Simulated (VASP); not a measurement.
# Pt in VASP: notebook, part 2 of 2

VASP 6.6.1. Earlier steps stand in the parts before.

## Step 5: Single point, LDA

This run uses another cell than the first one, of 30.54 Å³/atom, 0.662 times its volume.

Contents of INCAR:

```
ALGO = Normal
DIPOL = 0.5 0.5 0.500
EDIFF = 1E-6
ENCUT = 520
GGA = CA
IDIPOL = 3
ISIF = 2
ISMEAR = -1
LASPH = T
LCHARG = F
LDIPOL = T
LREAL = F
LWAVE = F
NBANDS = 33
NELM = 60
PREC = Accurate
SIGMA = 0.08
```

Contents of KPOINTS:

```
k-points
0
Gamma
  12 9 1
```

Contents of POSCAR:

```
Pt
1.0
    2.7538682155      0.0000000000      0.0000000000
    0.0000000000      3.8945577794      0.0000000000
    0.0000000000      0.0000000000     14.2391000000
Pt
5
Direct
    0.0000000000      0.0000000000      0.3160303107
    0.5000000000      0.5000000000      0.3973724849
    0.0000000000      0.0000000000      0.5000000002
    0.5000000000      0.5000000000      0.6026275146
    0.0000000000      0.0000000000      0.6839696893
```

Potentials or basis: VASP PAW LDA potentials, release 64 (Pt).

The run is started by

```sh
cat potpaw_LDA.64/Pt/POTCAR > POTCAR
mpirun -np 1 vasp_std > vasp.out
```

OUTCAR:

```text
EDIFF = 1E-6
   ENCUT = 520
   GGA = CA
   ISIF = 2
   ISMEAR = -1
   LASPH = T
   LREAL = F
   NELM = 60
   PREC = Accurate

 ion  position               nearest neighbor table
   1  0.000  0.000  0.316-   3 2.62   2 2.65   2 2.65   2 2.65   2 2.65
   2  0.500  0.500  0.397-   1 2.65   1 2.65   1 2.65   1 2.65   3 2.80   3 2.80   3 2.80   3 2.80
                             4 2.92
   3  0.000  0.000  0.500-   5 2.62   1 2.62   4 2.80   4 2.80   4 2.80   4 2.80   2 2.80   2 2.80
                             2 2.80   2 2.80
   4  0.500  0.500  0.603-   5 2.65   5 2.65   5 2.65   5 2.65   3 2.80   3 2.80   3 2.80   3 2.80
                             2 2.92
   5  0.000  0.000  0.684-   3 2.62   4 2.65   4 2.65   4 2.65   4 2.65

  LATTYP: Found a simple orthorhombic cell.
 ALAT       =     2.7538682155
 B/A-ratio  =     1.4142135624
 C/A-ratio  =     5.1705814824

  Lattice vectors:

 A1 = (   2.7538682155,   0.0000000000,   0.0000000000)
 A2 = (   0.0000000000,   3.8945577794,   0.0000000000)
 A3 = (   0.0000000000,   0.0000000000,  14.2391000000)

Analysis of symmetry for initial positions (statically):
=====================================================================
 Subroutine PRICEL returns:
 Original cell was already a primitive cell.

 Routine SETGRP: Setting up the symmetry group for a
 simple orthorhombic supercell.

 Subroutine GETGRP returns: Found  8 space group operations
 (whereof  8 operations were pure point group operations)
 out of a pool of  8 trial point group operations.

The static configuration has the point symmetry D_2h.

Analysis of symmetry for dynamics (positions and initial velocities):
=====================================================================
 Subroutine PRICEL returns:
 Original cell was already a primitive cell.

 Routine SETGRP: Setting up the symmetry group for a
 simple orthorhombic supercell.

 Subroutine GETGRP returns: Found  8 space group operations
 (whereof  8 operations were pure point group operations)
 out of a pool of  8 trial point group operations.

[... 131 lines left out ...]
   GGA     = CA    functional components
   LHFCALC =     F    Hartree Fock is set to
   AEXX    =    0.0000 exact exchange contribution
   IVDW    =     0    specifies the selected vdW correction
   LEPSILON=     F    determine dielectric tensor
   LRPA    =     F    only Hartree local field effects (RPA)
 non-spin polarized calculation
  energy-cutoff  :      520.00
  volume of cell :      152.72
 maximum number of plane-waves:      4156
   NGX = 11   NGY = 15   NGZ = 53

 number of electron      50.0000001 magnetization

 dipolmoment           0.000000      0.000000      0.000000 electrons x Angstroem

 Free energy of the ion-electron system (eV)
  ---------------------------------------------------
  ext. energy  EPLUGINS =         0.00000000
  ---------------------------------------------------
  free energy    TOTEN  =       -34.33741383 eV

  energy without entropy =      -34.14789862  energy(sigma->0) =      -34.24265622

 E-fermi :   2.7011     XC(G=0):  -8.0151

 val. band max:        2.6996288408   @ k =   0.2500   0.3333   0.0000
 cond. band min:       2.7019141941   @ k =   0.0000   0.2222   0.0000
 fundamental gap:      0.0022853533
 Fermi energy:         2.7011320700

 k-point     1 :       0.0000    0.0000    0.0000
  band No.  band energies     occupation
      1      -6.9325      2.00000
      2      -5.1028      2.00000
      3      -4.1740      2.00000
      4      -3.5632      2.00000
      5      -3.4883      2.00000
      6      -2.7203      2.00000
[... 853 lines left out ...]
     32       7.5408      0.00000
     33       9.0863      0.00000

 [... further k-points ...]

------------------------ aborting loop because EDIFF is reached ----------------------------------------

 vacuum level on the upper side and lower side of the slab       (xc-potential included)        -0.624        -0.624

  FORCE on cell =-STRESS in cart. coord.  units (eV):
  Direction    XX          YY          ZZ          XY          YZ          ZX
  --------------------------------------------------------------------------------------
  -------------------------------------------------------------------------------------
  Total       -5.1773806     -0.4780810      0.2062058     -0.0000000      0.0000000      0.0000000
  in kB      -54.3171313     -5.0156610      2.1633545     -0.0000000      0.0000000      0.0000000
  external PRESSURE =     -19.0564793 kB  Pullay stress =       0.0000000 kB

 VOLUME and BASIS-vectors are now :
 -----------------------------------------------------------------------------
  energy-cutoff  :      520.00
  volume of cell :      152.72
      direct lattice vectors                 reciprocal lattice vectors
     2.753868215  0.000000000  0.000000000     0.363125583  0.000000000  0.000000000
     0.000000000  3.894557779  0.000000000     0.000000000  0.256768562  0.000000000
     0.000000000  0.000000000 14.239100000     0.000000000  0.000000000  0.070229158

 POSITION                                       TOTAL-FORCE (eV/Angst)
 -----------------------------------------------------------------------------------
      0.00000      0.00000      4.49999        -0.000000      0.000000     -0.053141
      1.37693      1.94728      5.65823        -0.000000      0.000000      0.003404
      0.00000      0.00000      7.11955        -0.000000      0.000000      0.000000
      1.37693      1.94728      8.58087        -0.000000      0.000000     -0.003404
      0.00000      0.00000      9.73911         0.000000      0.000000      0.053141
 -----------------------------------------------------------------------------------
    total drift:                               -0.000000      0.000000      0.000005

  FREE ENERGIE OF THE ION-ELECTRON SYSTEM (eV)
  ---------------------------------------------------
  free  energy   TOTEN  =       -34.3374138256 eV

  energy  without entropy=      -34.1478986160  energy(sigma->0) =      -34.24265622

 vacuum level on the upper side and lower side of the slab         7.580         7.580
```

stdout:

```text
POSCAR found type information on POSCAR Pt
 POSCAR found :  1 types and       5 ions
 scaLAPACK will be used
 LDA part: xc-table for (Slater(with rela. corr.)+CA(PZ))
 , standard interpolation
 POSCAR, INCAR and KPOINTS ok, starting setup
 FFT: planning ... GRIDC
 FFT: planning ... GRID_SOFT
 FFT: planning ... GRID
 WAVECAR not read
 entering main loop
```

Run time: 6 min. Hardware: 1 thread of AMD EPYC 7R13, shared host; peak memory 0.24 GiB.

Results:

| Item | Value |
| --- | --- |
| Free energy | -34.3374 eV |
| Largest force | 0.053 eV/Å |
| Band gap on the k mesh | zero (band 25 reaches 3.25 eV, above the bottom of band 26 at 2.35 eV) |

Forces on the atoms (eV/Å):
```
Pt   0.000  0.000 -0.053
Pt   0.000  0.000  0.003
Pt   0.000  0.000  0.000
Pt   0.000  0.000 -0.003
Pt   0.000  0.000  0.053
```

Levels at points of the mesh, in eV from the Fermi level:
| k point | band 21 | band 22 | band 23 | band 24 | band 25 | band 26 | band 27 | band 28 | band 29 | band 30 |
| --- | --- | --- | --- | --- | --- | --- | --- | --- | --- | --- |
| (0.00, 0.00, 0.00) | -1.54 | -1.37 | -1.13 | -0.63 | -0.20 | -0.06 | 0.14 | 0.56 | 1.78 | 3.49 |
| (0.50, 0.00, 0.00) | -0.45 | -0.02 | 0.13 | 0.31 | 0.55 | 2.00 | 2.23 | 2.42 | 2.45 | 2.59 |

Caveat: spin-orbit coupling is left out, which moves the levels of the heavy elements.

## Step 6: Single point, LDA

This run uses another cell than the first one, of 30.54 Å³/atom, 0.662 times its volume.

Contents of INCAR:

```
PREC = Accurate
ENCUT = 520
EDIFF = 1E-7
ISMEAR = -1
SIGMA = 0.08
LREAL = False
LASPH = True
NELM = 80
ALGO = Normal
ISIF = 2
LWAVE = False
LCHARG = False
LDIPOL = True
IDIPOL = 3
DIPOL = 0.5 0.5 0.500
NBANDS = 33
```

Contents of KPOINTS:

```
regular mesh
0
Gamma
  12 9 1
```

POSCAR is that of step 5.

Potentials or basis: VASP PAW LDA potentials, release 64 (Pt).

The run is started by

```sh
cat potpaw_LDA.64/Pt/POTCAR > POTCAR
mpirun -np 1 vasp_std > vasp.out
```

Wall time 7 min (1 thread of AMD EPYC 7R13, shared host); peak memory 0.24 GiB.

It converged, with:

* Free energy: -34.3374 eV
* Largest force: 0.053 eV/Å
* Band gap on the k mesh: zero (band 25 reaches 3.25 eV, above the bottom of band 26 at 2.35 eV)

Forces in eV/Å, atoms in the order of the input:
```
Pt   0.000  0.000 -0.053
Pt   0.000  0.000  0.003
Pt   0.000  0.000  0.000
Pt   0.000  0.000 -0.003
Pt   0.000  0.000  0.053
```

Levels at points of the mesh, in eV from the Fermi level:
| k point | band 22 | band 23 | band 24 | band 25 | band 26 | band 27 | band 28 | band 29 |
| --- | --- | --- | --- | --- | --- | --- | --- | --- |
| (0.00, 0.00, 0.00) | -1.37 | -1.13 | -0.63 | -0.20 | -0.06 | 0.14 | 0.56 | 1.78 |
| (0.50, 0.00, 0.00) | -0.02 | 0.13 | 0.31 | 0.55 | 2.00 | 2.23 | 2.42 | 2.45 |

Caveat: spin-orbit coupling is left out, which moves the levels of the heavy elements.

## Step 7: Overview

| cell | dipole correction | gap on the mesh (eV) | largest force (eV/Å) |
| --- | --- | --- | --- |
| a = 2.754, b = 3.895, c = 21.508 Å, 5 atoms | yes | none | 0.05 |
| a = 2.754, b = 3.895, c = 21.508 Å, 5 atoms | no | none | 0.05 |
| a = 2.754, b = 3.895, c = 14.239 Å, 5 atoms | yes | none | 0.05 |

Some of these runs hold the atoms at other places in the same cell, which the table doesn't show; runs alike in all that it shows share one row.

Alike in all rows: task single point; level LDA; potentials or basis VASP PAW LDA potentials, release 64 (Pt); no spin polarisation; k mesh 12 × 9 × 1; cutoff (eV) 520; smearing fermi-dirac 0.08 eV.

Caveats: spin-orbit coupling is left out, which moves the levels of the heavy elements.

Absolute energies hang on the potentials; compare differences alone.
